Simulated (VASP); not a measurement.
Here is a VASP 6.6.1 calculation.

The input INCAR:

```
ALGO = Normal ; EDIFF = 1E-6
ENCUT = 500 ; GGA = PE
GGA_COMPAT = F ; ISIF = 2
ISMEAR = 0 ; LASPH = T
LCHARG = F ; LREAL = F
LWAVE = F ; NBANDS = 8
NELM = 120 ; PREC = Accurate
SIGMA = 0.1
```

KPOINTS

```
k-points
0
Gamma
  18 18 18
```

The input POSCAR:

```
Al
1.0
    0.0000000000      2.0204029283      2.0204029283
    2.0204029283      0.0000000000      2.0204029283
    2.0204029283      2.0204029283      0.0000000000
Al
1
Direct
    0.0000000000      0.0000000000      0.0000000000
```

Potentials or basis: VASP PAW PBE potentials, release 64 (Al).

Run with:

```console
$ cat potpaw_PBE.64/Al/POTCAR > POTCAR
$ mpirun -np 1 vasp_std > vasp.out
```

(1) Predict the pressure.

## Answers

(1) 0.0 GPa.
